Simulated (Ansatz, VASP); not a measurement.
**MgTiH4 in VASP and in Ansatz**

INCAR

```
SYSTEM = MgTiH4
PREC     = Accurate       ! precision mode
ENCUT    = 520            ! plane-wave cutoff, eV
EDIFF    = 1E-6           ! SCF threshold, eV
ISMEAR   = -1             ! smearing method
SIGMA    = 0.15           ! smearing width, eV
LREAL    = .False.        ! projectors in reciprocal space
LASPH    = .True.         ! aspherical terms in the spheres
NELM     = 80             ! most SCF steps
ALGO     = Normal         ! electronic algorithm
ISIF     = 2              ! what is computed and relaxed
LWAVE    = .False.        ! write WAVECAR
LCHARG   = .True.         ! write CHGCAR
GGA      = CA             ! functional
LELF     = .True.         ! ELF
LVHAR    = .True.       
NBANDS   = 18             ! bands
```

The input KPOINTS:

```
regular mesh
0
Gamma
  8 8 6
  0 0 0
```

File POSCAR:

```
MgTiH4
1.0
    3.1489800000      0.0000000000      0.0000000000
    0.0000000000      3.1489800000      0.0000000000
    0.0000000000      0.0000000000      4.6977200000
Mg Ti H
1 1 4
Direct
    0.5000000000      0.5000000000      0.5000000000
    0.0000000000      0.0000000000      0.0000000000
    0.0000000000      0.5000000000      0.7644800000
    0.5000000000      0.0000000000      0.7644800000
    0.0000000000      0.5000000000      0.2355200000
    0.5000000000      0.0000000000      0.2355200000
```

Input for Ansatz:

```yaml
crystal:
  lattice:
    - [3.14898, 0.0, 0.0]
    - [0.0, 3.14898, 0.0]
    - [0.0, 0.0, 4.69772]
  atoms:
    - { symbol: Mg, position: [0.5, 0.5, 0.5] }
    - { symbol: Ti, position: [0.0, 0.0, 0.0] }
    - { symbol: H, position: [0.0, 0.5, 0.76448] }
    - { symbol: H, position: [0.5, 0.0, 0.76448] }
    - { symbol: H, position: [0.0, 0.5, 0.23552000000000003] }
    - { symbol: H, position: [0.5, 0.0, 0.23552000000000003] }
basis:
  ecutwfc: 450.0
kpoints:
  mp_grid:
    grid: [8, 8, 6]
hamiltonian:
  xc: lda
scf:
  occupations:
    method: fermi_dirac
    width: 0.15
output:
  stress: true
```

Alike in both runs: task single point; functional LDA; k mesh 8 × 8 × 6; occupations fermi-dirac, width 0.15 eV; no spin polarisation.

```csv
,VASP,Ansatz
version,VASP 6.6.1,Ansatz 0.2.0
potentials or method,"VASP PAW LDA potentials, release 64 (Mg, Ti_sv, H), cutoff 520 eV","plane waves, PAW"
valence electrons in the cell,18,26
```

```tsv
	VASP	Ansatz	Ansatz less VASP
pressure (GPa)	-5.5	-5.1	+0.41
traceless stress, the component that is largest in VASP (GPa)	-0.86	-0.76	+0.094
```

LDA's correlation is that of Perdew and Zunger in VASP and of Perdew and Wang (1992) in Ansatz. VASP's potentials hold 18 valence electrons a cell and Ansatz's 26, so a difference there can come from the potentials and not from the codes.
